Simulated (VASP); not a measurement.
# BN (Imm2) in VASP: a series of runs

Runs on BN. Level: r2SCAN. Tasks: single point.

All numbers are computed with VASP 6.6.1; they aren't measurements. Logs are shortened: lines on timing, memory, paths and dates and some standing lists are left out, and cuts for length are marked.

**1. The cell of the first run**

It takes space group Imm2 (No. 44, orthorhombic). The conventional cell has a = 2.552 Å, b = 2.552 Å, c = 3.610 Å, α = 90.00°, β = 90.00°, γ = 90.00°. Within 2.0 Å of B (site symmetry mm2) lie 4 N at 1.48 to 1.65 Å. N (site symmetry mm2) has 4 B at 1.48 to 1.65 Å within 2.0 Å.

**2. Single point, r2SCAN (all B atoms moved -0.150 Å, as atom 1 along Cartesian [0 0 1])**

POSCAR reads:

```
BN
1.0
    0.0000000000      1.8048137558      1.8048137558
    1.8048137558      0.0000000000      1.8048137558
    1.8048137558      1.8048137558      0.0000000000
B N
1 1
Direct
   -0.0415555343     -0.0415555343      0.0415555343
    0.7500000000      0.7500000000      0.7500000000
```

INCAR.step1 reads:

```
SYSTEM = BN
  ALGO = Normal
  EDIFF = 1E-4
  ENCUT = 520
  GGA = PE
  ISMEAR = 0
  LASPH = .TRUE.
  LCHARG = .FALSE.
  LREAL = .FALSE.
  LWAVE = .TRUE.
  NBANDS = 11
  NELM = 60
  PREC = Accurate
  SIGMA = 0.05
```

INCAR.step2 reads:

```
SYSTEM = BN
  ALGO = Normal
  EDIFF = 1E-6
  ENCUT = 520
  ISIF = 2
  ISMEAR = 0
  ISTART = 1
  LASPH = .TRUE.
  LCHARG = .FALSE.
  LMIXTAU = .TRUE.
  LREAL = .FALSE.
  LWAVE = .FALSE.
  METAGGA = R2SCAN
  NBANDS = 11
  NELM = 60
  PREC = Accurate
  SIGMA = 0.05
```

KPOINTS reads:

```
k-points
0
G
  12 12 12
  0 0 0
```

Potentials or basis: VASP PAW PBE potentials, release 64 (B, N).

Run with:

```
cat potpaw_PBE.64/B/POTCAR potpaw_PBE.64/N/POTCAR > POTCAR
cp INCAR.step1 INCAR
mpirun -np 1 vasp_std > vasp.out
cp INCAR.step2 INCAR
mpirun -np 1 vasp_std > vasp.out
```

OUTCAR:

```text
SYSTEM = BN
   EDIFF = 1E-6
   ENCUT = 520
   ISIF = 2
   ISMEAR = 0
   ISTART = 1
   LASPH = .TRUE.
   LREAL = .FALSE.
   METAGGA = R2SCAN
   NELM = 60
   PREC = Accurate

 ion  position               nearest neighbor table
   1  0.958  0.958  0.042-   2 1.48   2 1.48   2 1.65   2 1.65
   2  0.750  0.750  0.750-   1 1.48   1 1.48   1 1.65   1 1.65

  LATTYP: Found a face centered cubic cell.
 ALAT       =     3.6096275116

  Lattice vectors:

 A1 = (   0.0000000000,   1.8048137558,   1.8048137558)
 A2 = (   1.8048137558,   0.0000000000,   1.8048137558)
 A3 = (   1.8048137558,   1.8048137558,   0.0000000000)

Analysis of symmetry for initial positions (statically):
=====================================================================
 Subroutine PRICEL returns:
 Original cell was already a primitive cell.

 Routine SETGRP: Setting up the symmetry group for a
 face centered cubic supercell.

 Subroutine GETGRP returns: Found  4 space group operations
 (whereof  4 operations were pure point group operations)
 out of a pool of 48 trial point group operations.

The static configuration has the point symmetry C_2v.

Analysis of symmetry for dynamics (positions and initial velocities):
=====================================================================
 Subroutine PRICEL returns:
 Original cell was already a primitive cell.

 Routine SETGRP: Setting up the symmetry group for a
 face centered cubic supercell.

 Subroutine GETGRP returns: Found  4 space group operations
 (whereof  4 operations were pure point group operations)
 out of a pool of 48 trial point group operations.

The dynamic configuration has the point symmetry C_2v.

 Subroutine INISYM returns: Found  4 space group operations
 (whereof  4 operations are pure point group operations),
 and found     1 'primitive' translations

----------------------------------------------------------------------------------------

                                     Primitive cell

  volume of cell :      11.7578

  direct lattice vectors                    reciprocal lattice vectors
     0.000000000  1.804813756  1.804813756    -0.277036896  0.277036896  0.277036896
     1.804813756  0.000000000  1.804813756     0.277036896 -0.277036896  0.277036896
     1.804813756  1.804813756  0.000000000     0.277036896  0.277036896 -0.277036896

  length of vectors
     2.552392091  2.552392091  2.552392091     0.479841979  0.479841979  0.479841979

  position of ions in fractional coordinates (direct lattice)
     0.958444466  0.958444466  0.041555534
     0.750000000  0.750000000  0.750000000
[... 81 lines left out ...]
   IBRION =     -1    ionic relax: 0-MD 1-quasi-New 2-CG
   NFREE  =      0    steps in history (QN), initial steepest desc. (CG)
   ISIF   =      2    stress and relaxation
   ISYM   =      2    0-nonsym 1-usesym 2-fastsym
   POTIM  = 0.5000    time-step for ionic-motion
   TEBEG  =    0.0;   TEEND  =   0.0 temperature during run
   PSTRESS=    0.0 pullay stress
   NELECT =       8.0000    total number of electrons
   NUPDOWN=      -1.0000    fix difference up-down
   EMIN   =  10.00;   EMAX   =-10.00  energy-range for DOS
   EFERMI =   0.00;   METHOD = LEGACY
   ISMEAR =     0;   SIGMA  =   0.05  broadening in eV -4-tet -1-fermi 0-gaus
   EFERMI_NEDOS =   21; number of points for ismear=-14 and -15
   IALGO  =     38    algorithm
   IMIX   =      4    mixing-type and parameters
     AMIX     =   0.40;   BMIX     =  1.00
     AMIX_MAG =   1.60;   BMIX_MAG =  1.00
  volume/ion in A,a.u.               =       5.88        39.67
  Fermi-wavevector in a.u.,A,eV,Ry     =   1.439889  2.720996 28.208703  2.073281
  Thomas-Fermi vector in A             =   2.558695
   LORBIT       =      0    0 simple, 1 ext, 2 COOP (PROOUT), +10 PAW based schemes
   METAGGA = R2SCAN    functional components
   LHFCALC =     F    Hartree Fock is set to
   AEXX    =    0.0000 exact exchange contribution
   IVDW    =     0    specifies the selected vdW correction
   LEPSILON=     F    determine dielectric tensor
   LRPA    =     F    only Hartree local field effects (RPA)
 non-spin polarized calculation
 Gauss-broadening in eV      SIGMA  =   0.05
  energy-cutoff  :      520.00
  volume of cell :       11.76
 maximum number of plane-waves:       332
   NGX =  9   NGY =  9   NGZ =  9

 number of electron       7.9999999 magnetization

 Free energy of the ion-electron system (eV)
  ---------------------------------------------------
  ext. energy  EPLUGINS =         0.00000000
  ---------------------------------------------------
  free energy    TOTEN  =       -18.90274281 eV

  energy without entropy =      -18.90274281  energy(sigma->0) =      -18.90274281

 E-fermi :   8.7386     XC(G=0): -13.6658

 val. band max:        8.3694060790   @ k =   0.0000   0.0000   0.0000
 cond. band min:      12.0053300804   @ k =   0.0000   0.5000   0.5000
 fundamental gap:      3.6359240014
 Fermi energy:         8.7385566249

 k-point     1 :       0.0000    0.0000    0.0000
  band No.  band energies     occupation
      1     -14.0625      2.00000
      2       5.6953      2.00000
      3       7.4945      2.00000
      4       8.3694      2.00000
      5      16.2607      0.00000
      6      16.5007      0.00000
      7      18.2656      0.00000
      8      18.5238      0.00000
      9      33.3016      0.00000
     10      35.7299      0.00000
     11      36.0526      0.00000
[... 309 lines left out ...]
 k-point    24 :       0.3333    0.0833    0.0000
  band No.  band energies     occupation
      1     -11.6761      2.00000
      2       0.2058      2.00000
      3       3.9592      2.00000
      4       6.4043      2.00000
      5      16.5934      0.00000
      6      18.3740      0.00000
      7      20.9413      0.00000
      8      22.1988      0.00000
      9      29.7839      0.00000
     10      33.9747      0.00000
     11      34.4961      0.00000

 [... further k-points ...]
[... 5 lines left out ...]
  --------------------------------------------------------------------------------------
  -------------------------------------------------------------------------------------
  Total        0.6352318      0.6352318      0.4219208      0.1718221      0.0000000      0.0000000
  in kB       86.5596821     86.5596821     57.4929156     23.4132840      0.0000000      0.0000000
  external PRESSURE =      76.8707599 kB  Pullay stress =       0.0000000 kB

 VOLUME and BASIS-vectors are now :
 -----------------------------------------------------------------------------
  energy-cutoff  :      520.00
  volume of cell :       11.76
      direct lattice vectors                 reciprocal lattice vectors
     0.000000000  1.804813756  1.804813756    -0.277036896  0.277036896  0.277036896
     1.804813756  0.000000000  1.804813756     0.277036896 -0.277036896  0.277036896
     1.804813756  1.804813756  0.000000000     0.277036896  0.277036896 -0.277036896

 POSITION                                       TOTAL-FORCE (eV/Angst)
 -----------------------------------------------------------------------------------
      1.80481      1.80481      3.45963         0.000000      0.000000      3.495759
      2.70722      2.70722      2.70722         0.000000      0.000000     -3.495759
 -----------------------------------------------------------------------------------
    total drift:                               -0.000000     -0.000000      0.000097

  FREE ENERGIE OF THE ION-ELECTRON SYSTEM (eV)
  ---------------------------------------------------
  free  energy   TOTEN  =       -18.9027428058 eV

  energy  without entropy=      -18.9027428058  energy(sigma->0) =      -18.90274281
```

OUTCAR.step1:

```text
SYSTEM = BN
   EDIFF = 1E-4
   ENCUT = 520
   GGA = PE
   ISMEAR = 0
   LASPH = .TRUE.
   LREAL = .FALSE.
[... 556 lines left out ...]
      1.80481      1.80481      3.45963         0.000000      0.000000      3.493743
      2.70722      2.70722      2.70722        -0.000000     -0.000000     -3.493743
 -----------------------------------------------------------------------------------
    total drift:                               -0.000000     -0.000000      0.001410

  FREE ENERGIE OF THE ION-ELECTRON SYSTEM (eV)
  ---------------------------------------------------
  free  energy   TOTEN  =       -17.1794449147 eV

  energy  without entropy=      -17.1794449147  energy(sigma->0) =      -17.17944491
```

Run time: 52 s. Hardware: 1 thread of Intel Xeon 6975P-C (Granite Rapids), shared host; peak memory 0.14 GiB.

What came out:

| Quantity | Value |
| --- | --- |
| Free energy | -18.9027 eV |
| Pressure | 7.7 GPa |
| Largest force | 3.496 eV/Å |
| Band gap on the k mesh | 3.64 eV, indirect (least direct gap 7.89 eV) |

Forces in eV/Å, atoms in the order of the input:
```
B    0.000  0.000  3.496
N    0.000  0.000 -3.496
```

Stress tensor (GPa, compression positive):
```
8.66 2.34 0.00
2.34 8.66 0.00
0.00 0.00 5.75
```

Caveat: the cell differs from its parent crystal (all B atoms moved -0.150 Å, as atom 1 along Cartesian [0 0 1]); the PAW data sets were made with another functional, which shifts forces and pressure a little.

**3. Single point, r2SCAN (all B atoms moved +0.263 Å, as atom 1 along Cartesian [0 0 1])**

POSCAR, as its differences from that of step 2:

```diff
@@ -8,3 +8,3 @@
 Direct
-   -0.0415555343     -0.0415555343      0.0415555343
+    0.0727221851      0.0727221851     -0.0727221851
     0.7500000000      0.7500000000      0.7500000000
```

INCAR.step1 reads:

```
  PREC = Accurate
  ENCUT = 520
  ISMEAR = 0
  SIGMA = 0.05
  LREAL = F
  LASPH = T
  NELM = 60
  NBANDS = 11
  GGA = PE
  ALGO = Normal
  EDIFF = 1E-4
  LWAVE = T
  LCHARG = F
```

INCAR.step2 reads:

```
  PREC = Accurate
  ENCUT = 520
  EDIFF = 1E-6
  ISMEAR = 0
  SIGMA = 0.05
  LREAL = F
  LASPH = T
  NELM = 60
  ALGO = Normal
  ISIF = 2
  LWAVE = F
  LCHARG = F
  METAGGA = R2SCAN
  LMIXTAU = T
  NBANDS = 11
  ISTART = 1
```

KPOINTS reads:

```
Automatic mesh
0
Gamma
  12 12 12
```

Potentials or basis: VASP PAW PBE potentials, release 64 (B, N).

Run with:

```
cat potpaw_PBE.64/B/POTCAR potpaw_PBE.64/N/POTCAR > POTCAR
cp INCAR.step1 INCAR
mpirun -np 1 vasp_std > vasp.out
cp INCAR.step2 INCAR
mpirun -np 1 vasp_std > vasp.out
```

Wall time 52 s (1 thread of Intel Xeon 6975P-C (Granite Rapids), shared host); peak memory 0.14 GiB.

It converged, with:

```yaml
Free_energy: -18.3899 eV
Pressure: 20.5 GPa
Largest_force: 5.489 eV/Å
Band_gap_on_the_k_mesh: 2.84 eV, indirect (least direct gap 7.34 eV)
```

Forces on the atoms (eV/Å):
```
B    0.000  0.000 -5.489
N    0.000  0.000  5.489
```

Stress tensor (GPa, compression positive):
```
23.34 -4.45  0.00
-4.45 23.34  0.00
 0.00  0.00 14.71
```

Levels at points of the mesh, in eV from the valence-band top:
| k point | band 2 | band 3 | band 4 | band 5 | band 6 | band 7 |
| --- | --- | --- | --- | --- | --- | --- |
| (0.00, 0.00, 0.00) | -4.30 | -0.80 | 0.00 | 7.34 | 7.86 | 9.96 |
| (0.50, 0.00, 0.00) | -12.90 | -4.17 | -1.77 | 7.99 | 8.32 | 14.50 |
| (0.00, 0.00, 0.50) | -12.08 | -5.73 | -1.69 | 6.48 | 10.00 | 12.91 |
| (0.50, 0.50, 0.00) | -10.71 | -8.05 | -5.64 | 3.74 | 8.69 | 16.43 |
| (0.00, 0.50, 0.50) | -11.02 | -6.03 | -5.98 | 2.84 | 6.90 | 19.34 |

Caveat: the cell differs from its parent crystal (all B atoms moved +0.263 Å, as atom 1 along Cartesian [0 0 1]); the PAW data sets were made with another functional, which shifts forces and pressure a little. A k mesh can miss the band edges.

**4. Single point, r2SCAN (all B atoms moved +0.188 Å, as atom 1 along Cartesian [0 0 1])**

POSCAR, as its differences from that of step 3:

```diff
@@ -8,3 +8,3 @@
 Direct
-    0.0727221851      0.0727221851     -0.0727221851
+    0.0519444179      0.0519444179     -0.0519444179
     0.7500000000      0.7500000000      0.7500000000
```

INCAR.step1 reads:

```
SYSTEM = BN
  PREC = Accurate
  ENCUT = 520
  ISMEAR = 0
  SIGMA = 0.05
  LREAL = .FALSE.
  LASPH = .TRUE.
  NELM = 100
  NBANDS = 11
  GGA = PE
  ALGO = Normal
  EDIFF = 1E-4
  LWAVE = .TRUE.
  LCHARG = .FALSE.
```

INCAR.step2 reads:

```
SYSTEM = BN
  PREC = Accurate
  ENCUT = 520
  EDIFF = 1E-6
  ISMEAR = 0
  SIGMA = 0.05
  LREAL = .FALSE.
  LASPH = .TRUE.
  NELM = 100
  ALGO = Normal
  ISIF = 2
  LWAVE = .FALSE.
  LCHARG = .FALSE.
  METAGGA = R2SCAN
  LMIXTAU = .TRUE.
  NBANDS = 11
  ISTART = 1
```

KPOINTS reads:

```
Automatic mesh
0
G
  12 12 12
  0 0 0
```

Run with:

```
cat potpaw_PBE.64/B/POTCAR potpaw_PBE.64/N/POTCAR > POTCAR
cp INCAR.step1 INCAR
mpirun -np 1 vasp_std > vasp.out
cp INCAR.step2 INCAR
mpirun -np 1 vasp_std > vasp.out
```

Wall time 52 s (1 thread of Intel Xeon 6975P-C (Granite Rapids), shared host); peak memory 0.15 GiB.

The run converged. Its results:

```
Free energy            : -18.7574 eV
Pressure               : 11.3 GPa
Largest force          : 4.246 eV/Å
Band gap on the k mesh : 3.34 eV, indirect (least direct gap 7.76 eV)
```

Forces in eV/Å, atoms in the order of the input:
```
B    0.000  0.000 -4.246
N    0.000  0.000  4.246
```

Stress tensor (GPa, compression positive):
```
12.77 -3.03  0.00
-3.03 12.77  0.00
 0.00  0.00  8.25
```

Levels at points of the mesh, in eV from the valence-band top:
| k point | band 1 | band 2 | band 3 | band 4 | band 5 | band 6 | band 7 | band 8 |
| --- | --- | --- | --- | --- | --- | --- | --- | --- |
| (0.00, 0.00, 0.00) | -22.59 | -3.26 | -0.92 | 0.00 | 7.76 | 7.82 | 10.04 | 10.20 |
| (0.50, 0.00, 0.00) | -18.38 | -12.65 | -3.94 | -2.00 | 8.67 | 8.95 | 13.46 | 15.64 |
| (0.00, 0.00, 0.50) | -18.29 | -12.04 | -4.87 | -2.05 | 7.43 | 10.06 | 12.22 | 14.47 |
| (0.50, 0.50, 0.00) | -16.83 | -10.56 | -7.40 | -5.66 | 3.82 | 8.73 | 16.89 | 19.84 |
| (0.00, 0.50, 0.50) | -17.00 | -10.74 | -6.10 | -6.07 | 3.34 | 7.73 | 18.84 | 19.19 |

Caveat: the cell differs from its parent crystal (all B atoms moved +0.188 Å, as atom 1 along Cartesian [0 0 1]); the PAW data sets were made with another functional, which shifts forces and pressure a little. A k mesh can miss the band edges.
